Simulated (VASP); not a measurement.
# CaSe (F-43m) in VASP: further runs, part 2 of 3

VASP 6.6.1.

## 4. Single point, r2SCAN

This run uses another cell than the first one, of 35.27 Å³/atom, 1.020 times its volume.

Input file POSCAR:

```
CaSe
1.0
    0.0000000000      3.2795060436      3.2795060436
    3.2795060436      0.0000000000      3.2795060436
    3.2795060436      3.2795060436      0.0000000000
Ca Se
1 1
Direct
    0.0000000000      0.0000000000      0.0000000000
    0.2500000000      0.2500000000      0.2500000000
```

Input file INCAR.step1:

```
SYSTEM = CaSe
PREC     = Accurate       ! precision mode
ENCUT    = 520            ! plane-wave cutoff, eV
ISMEAR   = 0              ! smearing method
SIGMA    = 0.05           ! smearing width, eV
LREAL    = .False.        ! projectors in reciprocal space
LASPH    = .True.         ! aspherical terms in the spheres
NELM     = 80             ! most SCF steps
NBANDS   = 15             ! bands
GGA      = PE             ! functional
ALGO     = Normal         ! electronic algorithm
EDIFF    = 1E-4           ! SCF threshold, eV
LWAVE    = .True.         ! write WAVECAR
LCHARG   = .False.        ! write CHGCAR
```

Input file INCAR.step2:

```
SYSTEM = CaSe
PREC     = Accurate       ! precision mode
ENCUT    = 520            ! plane-wave cutoff, eV
EDIFF    = 1E-7           ! SCF threshold, eV
ISMEAR   = 0              ! smearing method
SIGMA    = 0.05           ! smearing width, eV
LREAL    = .False.        ! projectors in reciprocal space
LASPH    = .True.         ! aspherical terms in the spheres
NELM     = 80             ! most SCF steps
ALGO     = Normal         ! electronic algorithm
ISIF     = 2              ! what is computed and relaxed
LWAVE    = .False.        ! write WAVECAR
LCHARG   = .True.         ! write CHGCAR
METAGGA  = R2SCAN         ! meta-GGA
LMIXTAU  = .True.       
LELF     = .True.         ! ELF
LVHAR    = .True.       
NBANDS   = 15             ! bands
ISTART   = 1
```

Input file KPOINTS:

```
regular mesh
0
Gamma
  6 6 6
  0 0 0
```

Potentials or basis: VASP PAW PBE potentials, release 64 (Ca_sv, Se).

Started as:

```bash
> cat potpaw_PBE.64/Ca_sv/POTCAR potpaw_PBE.64/Se/POTCAR > POTCAR
> cp INCAR.step1 INCAR
> mpirun -np 1 vasp_std > vasp.out
> cp INCAR.step2 INCAR
> mpirun -np 1 vasp_std > vasp.out
```

OUTCAR:

```text
SYSTEM = CaSe
   PREC = Accurate
   ENCUT = 520
   EDIFF = 1E-7
   ISMEAR = 0
   LREAL = .False.
   LASPH = .True.
   NELM = 80
   ISIF = 2
   METAGGA = R2SCAN
   ISTART = 1

 ion  position               nearest neighbor table
   1  0.000  0.000  0.000-   2 2.84   2 2.84   2 2.84   2 2.84
   2  0.250  0.250  0.250-   1 2.84   1 2.84   1 2.84   1 2.84

  LATTYP: Found a face centered cubic cell.
 ALAT       =     6.5590120872

  Lattice vectors:

 A1 = (   0.0000000000,   3.2795060436,   3.2795060436)
 A2 = (   3.2795060436,   0.0000000000,   3.2795060436)
 A3 = (   3.2795060436,   3.2795060436,   0.0000000000)

Analysis of symmetry for initial positions (statically):
=====================================================================
 Subroutine PRICEL returns:
 Original cell was already a primitive cell.

 Routine SETGRP: Setting up the symmetry group for a
 face centered cubic supercell.

 Subroutine GETGRP returns: Found 24 space group operations
 (whereof 24 operations were pure point group operations)
 out of a pool of 48 trial point group operations.

The static configuration has the point symmetry T_d .

Analysis of symmetry for dynamics (positions and initial velocities):
=====================================================================
 Subroutine PRICEL returns:
 Original cell was already a primitive cell.

 Routine SETGRP: Setting up the symmetry group for a
 face centered cubic supercell.

 Subroutine GETGRP returns: Found 24 space group operations
 (whereof 24 operations were pure point group operations)
 out of a pool of 48 trial point group operations.

The dynamic configuration has the point symmetry T_d .

 Subroutine INISYM returns: Found 24 space group operations
 (whereof 24 operations are pure point group operations),
 and found     1 'primitive' translations

----------------------------------------------------------------------------------------

                                     Primitive cell

[... 110 lines left out ...]
   LEPSILON=     F    determine dielectric tensor
   LRPA    =     F    only Hartree local field effects (RPA)
 non-spin polarized calculation
 Gauss-broadening in eV      SIGMA  =   0.05
  energy-cutoff  :      520.00
  volume of cell :       70.54
 maximum number of plane-waves:      1917
 NGX is ok and might be reduce to    36
   NGX = 17   NGY = 17   NGZ = 17

 number of electron      16.0000003 magnetization

 Free energy of the ion-electron system (eV)
  ---------------------------------------------------
  ext. energy  EPLUGINS =         0.00000000
  ---------------------------------------------------
  free energy    TOTEN  =       -25.36015257 eV

  energy without entropy =      -25.36015257  energy(sigma->0) =      -25.36015257

 E-fermi :  -0.2254     XC(G=0):  -8.0151

 val. band max:       -0.5870841840   @ k =  -0.3333   0.1667   0.0000
 cond. band min:       3.1022111484   @ k =   0.0000   0.0000   0.0000
 fundamental gap:      3.6892953324
 Fermi energy:        -0.2254125741

 k-point     1 :       0.0000    0.0000    0.0000
  band No.  band energies     occupation
      1     -41.1772      2.00000
      2     -21.3086      2.00000
      3     -21.3086      2.00000
      4     -21.3085      2.00000
      5     -11.3042      2.00000
      6      -0.6768      2.00000
      7      -0.6768      2.00000
      8      -0.6768      2.00000
      9       3.1022      0.00000
     10       5.3614      0.00000
     11       5.3614      0.00000
     12       7.4067      0.00000
     13       7.4067      0.00000
     14       7.4067      0.00000
[... 257 lines left out ...]
      2     -21.3550      2.00000
      3     -21.3268      2.00000
      4     -21.3227      2.00000
      5     -10.9453      2.00000
      6      -1.5698      2.00000
      7      -0.9783      2.00000
      8      -0.6818      2.00000
      9       3.5089      0.00000
     10       4.9485      0.00000
     11       5.9558      0.00000
     12       6.1948      0.00000
     13       6.7294      0.00000
     14       8.3790      0.00000
     15       9.3589      0.00000

------------------------ aborting loop because EDIFF is reached ----------------------------------------

  FORCE on cell =-STRESS in cart. coord.  units (eV):
  Direction    XX          YY          ZZ          XY          YZ          ZX
  --------------------------------------------------------------------------------------
  -------------------------------------------------------------------------------------
  Total        0.0798765      0.0798765      0.0798765      0.0000000     -0.0000000      0.0000000
  in kB        1.8141549      1.8141549      1.8141549      0.0000000     -0.0000000      0.0000000
  external PRESSURE =       1.8141549 kB  Pullay stress =       0.0000000 kB

 VOLUME and BASIS-vectors are now :
 -----------------------------------------------------------------------------
  energy-cutoff  :      520.00
  volume of cell :       70.54
      direct lattice vectors                 reciprocal lattice vectors
     0.000000000  3.279506044  3.279506044    -0.152461985  0.152461985  0.152461985
     3.279506044  0.000000000  3.279506044     0.152461985 -0.152461985  0.152461985
     3.279506044  3.279506044  0.000000000     0.152461985  0.152461985 -0.152461985

 POSITION                                       TOTAL-FORCE (eV/Angst)
 -----------------------------------------------------------------------------------
      0.00000      0.00000      0.00000         0.000000      0.000000      0.000000
      1.63975      1.63975      1.63975        -0.000000     -0.000000     -0.000000
 -----------------------------------------------------------------------------------
    total drift:                                0.000000      0.000000      0.000000

  FREE ENERGIE OF THE ION-ELECTRON SYSTEM (eV)
  ---------------------------------------------------
  free  energy   TOTEN  =       -25.3601525669 eV

  energy  without entropy=      -25.3601525669  energy(sigma->0) =      -25.36015257
```

OUTCAR.step1:

```text
SYSTEM = CaSe
   PREC = Accurate
   ENCUT = 520
   ISMEAR = 0
   LREAL = .False.
   LASPH = .True.
[... 499 lines left out ...]
      0.00000      0.00000      0.00000        -0.000000     -0.000000     -0.000000
      1.63975      1.63975      1.63975         0.000000      0.000000      0.000000
 -----------------------------------------------------------------------------------
    total drift:                                0.000000      0.000000      0.000000

  FREE ENERGIE OF THE ION-ELECTRON SYSTEM (eV)
  ---------------------------------------------------
  free  energy   TOTEN  =        -8.9677125086 eV

  energy  without entropy=       -8.9677125086  energy(sigma->0) =       -8.96771251
```

OSZICAR.step1:

```text
N       E                     dE             d eps       ncg     rms          rms(c)
DAV:   1     0.103416419356E+03    0.10342E+03   -0.70990E+03   480   0.932E+02
DAV:   2    -0.398219378196E+01   -0.10740E+03   -0.10147E+03   578   0.226E+02
DAV:   3    -0.907823387467E+01   -0.50960E+01   -0.50493E+01   699   0.468E+01
DAV:   4    -0.939516072837E+01   -0.31693E+00   -0.31680E+00   664   0.976E+00
DAV:   5    -0.939795617865E+01   -0.27955E-02   -0.27952E-02   698   0.111E+00    0.437E+00
DAV:   6    -0.899731219403E+01    0.40064E+00   -0.52376E-01   557   0.314E+00    0.252E+00
DAV:   7    -0.895391478158E+01    0.43397E-01   -0.22192E-01   641   0.245E+00    0.104E+00
DAV:   8    -0.896643945763E+01   -0.12525E-01   -0.28989E-02   543   0.129E+00    0.206E-01
DAV:   9    -0.896664007621E+01   -0.20062E-03   -0.23351E-03   613   0.409E-01    0.107E-01
DAV:  10    -0.896756914379E+01   -0.92907E-03   -0.82372E-04   550   0.160E-01    0.311E-02
DAV:  11    -0.896771183414E+01   -0.14269E-03   -0.24243E-04   598   0.891E-02    0.119E-02
DAV:  12    -0.896771250862E+01   -0.67448E-06   -0.11287E-05   415   0.192E-02
   1 F= -.89677125E+01 E0= -.89677125E+01  d E =-.130728E-15
```

Wall time 1.7 min (1 thread of Intel Xeon Platinum 8124M at 3.00GHz (Skylake/Cascade Lake), shared host); peak memory 0.22 GiB.

What came out:

```
Free energy            : -25.3602 eV
Pressure               : 0.2 GPa
Band gap on the k mesh : 3.69 eV, indirect (least direct gap 3.78 eV)
```

Levels at points of the mesh, in eV from the valence-band top:
```tsv
k point	band 4	band 5	band 6	band 7	band 8	band 9	band 10	band 11	band 12	band 13
(0.00, 0.00, 0.00)	-20.72	-10.72	-0.09	-0.09	-0.09	3.69	5.95	5.95	7.99	7.99
(0.50, 0.00, 0.00)	-20.73	-10.45	-1.22	-0.01	-0.01	5.62	6.07	6.07	6.40	6.94
(0.50, 0.50, 0.00)	-20.74	-10.36	-1.24	-0.05	-0.05	3.90	5.56	6.70	6.70	6.78
```

Caveat: the PAW data sets were made with another functional, which shifts forces and pressure a little.

## 5. Single point, r2SCAN

This run uses another cell than the first one, of 35.27 Å³/atom, 1.020 times its volume.

POSCAR is that of step 4.

Input file INCAR.step1:

```
SYSTEM = CaSe
ALGO = Normal
EDIFF = 1E-4
ENCUT = 520
GGA = PE
ISMEAR = -4
LASPH = .True.
LCHARG = .False.
LREAL = .False.
LWAVE = .True.
NBANDS = 15
NELM = 60
PREC = Accurate
SIGMA = 0.1
```

Input file INCAR.step2:

```
SYSTEM = CaSe
ALGO = Normal
EDIFF = 1E-6
ENCUT = 520
ISIF = 2
ISMEAR = -4
ISTART = 1
LASPH = .True.
LCHARG = .True.
LELF = .True.
LMIXTAU = .True.
LREAL = .False.
LVHAR = .True.
LWAVE = .False.
METAGGA = R2SCAN
NBANDS = 15
NELM = 60
PREC = Accurate
SIGMA = 0.1
```

Input file KPOINTS:

```
k-points
0
Gamma
  6 6 6
  0 0 0
```

Started as:

```bash
> cat potpaw_PBE.64/Ca_sv/POTCAR potpaw_PBE.64/Se/POTCAR > POTCAR
> cp INCAR.step1 INCAR
> mpirun -np 1 vasp_std > vasp.out
> cp INCAR.step2 INCAR
> mpirun -np 1 vasp_std > vasp.out
```

Run time: 92 s. Hardware: 1 thread of Intel Xeon Platinum 8124M at 3.00GHz (Skylake/Cascade Lake), shared host; peak memory 0.22 GiB.

The run converged. Its results:

- Free energy: -25.3602 eV
- Pressure: 0.2 GPa
- Band gap on the k mesh: 3.69 eV, indirect (least direct gap 3.78 eV)

Levels at points of the mesh, in eV from the valence-band top:
```csv
k point,band 6,band 7,band 8,band 9,band 10,band 11
"(0.00, 0.00, 0.00)",-0.09,-0.09,-0.09,3.69,5.95,5.95
"(0.50, 0.00, 0.00)",-1.22,-0.01,-0.01,5.62,6.07,6.07
"(0.50, 0.50, 0.00)",-1.24,-0.05,-0.05,3.90,5.56,6.70
```

Caveat: the PAW data sets were made with another functional, which shifts forces and pressure a little. A k mesh can miss the band edges.

## 6. Single point, r2SCAN+D3(BJ)

This run uses another cell than the first one, of 35.27 Å³/atom, 1.020 times its volume.

POSCAR is that of step 5.

Input file INCAR.step1:

```
ALGO = Normal
EDIFF = 1E-4
ENCUT = 520
GGA = PE
ISMEAR = 0
LASPH = T
LCHARG = F
LREAL = F
LWAVE = T
NBANDS = 15
NELM = 60
PREC = Accurate
SIGMA = 0.05
```

Input file INCAR.step2:

```
ALGO = Normal
EDIFF = 1E-6
ENCUT = 520
ISIF = 2
ISMEAR = 0
ISTART = 1
IVDW = 12
LASPH = T
LCHARG = F
LMIXTAU = T
LREAL = F
LWAVE = F
METAGGA = R2SCAN
NBANDS = 15
NELM = 60
PREC = Accurate
SIGMA = 0.05
VDW_A1 = 0.49484001
VDW_A2 = 5.73083694
VDW_S6 = 1.0
VDW_S8 = 0.78981345
```

Input file KPOINTS:

```
k-points
0
Gamma
  6 6 6
```

Potentials or basis: VASP PAW PBE potentials, release 64 (Ca_sv, Se).

Started as:

```bash
> cat potpaw_PBE.64/Ca_sv/POTCAR potpaw_PBE.64/Se/POTCAR > POTCAR
> cp INCAR.step1 INCAR
> mpirun -np 1 vasp_std > vasp.out
> cp INCAR.step2 INCAR
> mpirun -np 1 vasp_std > vasp.out
```

OUTCAR:

```text
EDIFF = 1E-6
   ENCUT = 520
   ISIF = 2
   ISMEAR = 0
   ISTART = 1
   IVDW = 12
   LASPH = T
   LREAL = F
   METAGGA = R2SCAN
   NELM = 60
   PREC = Accurate
 IVDW          = 12

 ion  position               nearest neighbor table
   1  0.000  0.000  0.000-   2 2.84   2 2.84   2 2.84   2 2.84
   2  0.250  0.250  0.250-   1 2.84   1 2.84   1 2.84   1 2.84

  LATTYP: Found a face centered cubic cell.
 ALAT       =     6.5590120872

  Lattice vectors:

[... 466 lines left out ...]

 Edisp (eV)   -0.24530

 E8    (eV) :    -0.0899

  FORCE on cell =-STRESS in cart. coord.  units (eV):
  Direction    XX          YY          ZZ          XY          YZ          ZX
  --------------------------------------------------------------------------------------
  -------------------------------------------------------------------------------------
  Total      -0.17258    -0.17258    -0.17258    -0.00000    -0.00000     0.00000
  in kB      -3.91959    -3.91959    -3.91959    -0.00000    -0.00000     0.00000
  external pressure =       -3.92 kB  Pullay stress =        0.00 kB

 VOLUME and BASIS-vectors are now :
 -----------------------------------------------------------------------------
  energy-cutoff  :      520.00
  volume of cell :       70.54
      direct lattice vectors                 reciprocal lattice vectors
     0.000000000  3.279506044  3.279506044    -0.152461985  0.152461985  0.152461985
     3.279506044  0.000000000  3.279506044     0.152461985 -0.152461985  0.152461985
     3.279506044  3.279506044  0.000000000     0.152461985  0.152461985 -0.152461985

 POSITION                                       TOTAL-FORCE (eV/Angst)
 -----------------------------------------------------------------------------------
      0.00000      0.00000      0.00000        -0.000000     -0.000000     -0.000000
      1.63975      1.63975      1.63975         0.000000      0.000000      0.000000
 -----------------------------------------------------------------------------------
    total drift:                                0.000000      0.000000      0.000000

  FREE ENERGIE OF THE ION-ELECTRON SYSTEM (eV)
  ---------------------------------------------------
  free  energy   TOTEN  =       -25.6054519597 eV

  energy  without entropy=      -25.6054519597  energy(sigma->0) =      -25.60545196
```

It took 77 s on 1 thread of Intel Xeon Platinum 8124M at 3.00GHz (Skylake/Cascade Lake), shared host; peak memory 0.22 GiB.

What came out:

```yaml
Free_energy: -25.6055 eV
Pressure: -0.4 GPa
Band_gap_on_the_k_mesh: 3.69 eV, indirect (least direct gap 3.78 eV)
Dispersion_energy_per_atom: -0.123 eV
```

Caveat: three body term missing; the PAW data sets were made with another functional, which shifts forces and pressure a little. r2SCAN opens gaps a little over a GGA but as a rule still falls short of measured ones.

[end of part 2 of 3]
